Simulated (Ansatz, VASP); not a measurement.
MgGe2N3 in VASP and in Ansatz

```
Mg Ge N
1.0
     5.36633    0.00012   -0.00073
    -0.01049    5.64703   -0.00070
    -0.03092   -2.72108    5.06143
Mg Ge N
2 4 6
Direct
  0.99614 0.33248 0.34118
  0.49399 0.65417 0.66032
  0.50512 0.99517 0.31783
  0.93877 0.00491 0.67161
  0.50155 0.34040 0.00750
  0.97774 0.66520 0.99858
  0.38276 0.29779 0.29766
  0.84742 0.97144 0.27320
  0.53196 0.03037 0.66519
  0.88564 0.65074 0.68482
  0.84292 0.39224 0.05081
  0.34598 0.66510 0.03130
```

Change from the starting cell: cell x1, atoms moved at random (sigma 0.05 Å) and cell strained at random (1.5 %), then relaxed without symmetry.

Alike in both runs: functional PBE; k mesh 4 × 4 × 4; occupations gaussian, width 0.1 eV; no spin polarisation.

Ansatz relaxed the structure, and its values are those at the end. VASP's run is a single point on that final structure, the one shown.

|  | VASP | Ansatz |
| --- | --- | --- |
| version | VASP 6.6.1 | Ansatz 0.2.0 |
| potentials or method | VASP PAW PBE potentials, release 64 (Mg, Ge_d, N), cutoff 520 eV | scalar-relativistic, plane waves, PAW |
| valence electrons in the cell | 90 | 106 |

|  | VASP | Ansatz | Ansatz less VASP |
| --- | --- | --- | --- |
| gap on the k mesh at the Fermi level (eV) | 1.02 | 1.03 | +0.012 |
| least direct gap on the mesh (eV) | 1.32 | 1.33 | +0.012 |
| pressure (GPa) | -0.2 | 0.0 | +0.27 |
| rms of the force components (eV/Å) | 0.017 | 0.005 | -0.0114 |

VASP's potentials hold 90 valence electrons a cell and Ansatz's 106, so a difference there can come from the potentials and not from the codes.
